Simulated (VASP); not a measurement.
**TiSi2: single point with LDA**

The system is TiSi2.

```xyz
6
Lattice="1.7651 -6.7593 0.0000 1.7651 6.7593 0.0000 0.0000 0.0000 3.5652" Properties=species:S:1:pos:R:3 pbc="T T T"
Ti    1.7651   -5.3653    2.6739
Ti    1.7651    5.3653    0.8913
Si    1.7651   -0.7875    2.6739
Si    1.7651    0.7875    0.8913
Si    1.7651    3.3839    2.6739
Si    1.7651   -3.3839    0.8913
```

```
Program             : VASP 6.6.1
Task                : single point
Functional          : LDA
Potentials or basis : VASP PAW LDA potentials, release 64 (Ti_sv, Si)
Cutoff              : 520 eV
k mesh              : 7 × 7 × 6
Occupations         : fermi-dirac, width 0.1 eV
Spin                : no spin polarisation
```

```yaml
Pressure: -5.2 GPa
Largest_force: 0.106 eV/Å
Band_gap_on_the_k_mesh: zero (bands 20 and 21 overlap by 0.87 eV)
```

Forces in eV/Å, atoms in the order of the input:
```
Ti   0.000  0.035  0.000
Ti   0.000 -0.035  0.000
Si   0.000 -0.106  0.000
Si   0.000  0.106  0.000
Si   0.000  0.024  0.000
Si   0.000 -0.024  0.000
```

Stress tensor (GPa, compression positive):
```
-5.31  0.00  0.00
 0.00 -4.98  0.00
 0.00  0.00 -5.19
```

Levels at points of the mesh, in eV from the Fermi level:
```tsv
k point	band 18	band 19	band 20	band 21	band 22	band 23
(0.00, 0.00, 0.00)	-2.05	-2.05	0.47	0.70	0.82	0.88
(0.00, 0.00, 0.50)	-1.63	-0.04	-0.04	0.84	0.84	1.50
```

Wall time 2.9 min on 1 thread of AMD EPYC 9R45 96-Core Processor (Zen 5), on a shared host, peak memory 0.27 GiB.

Caveat: the cell stands under tension.
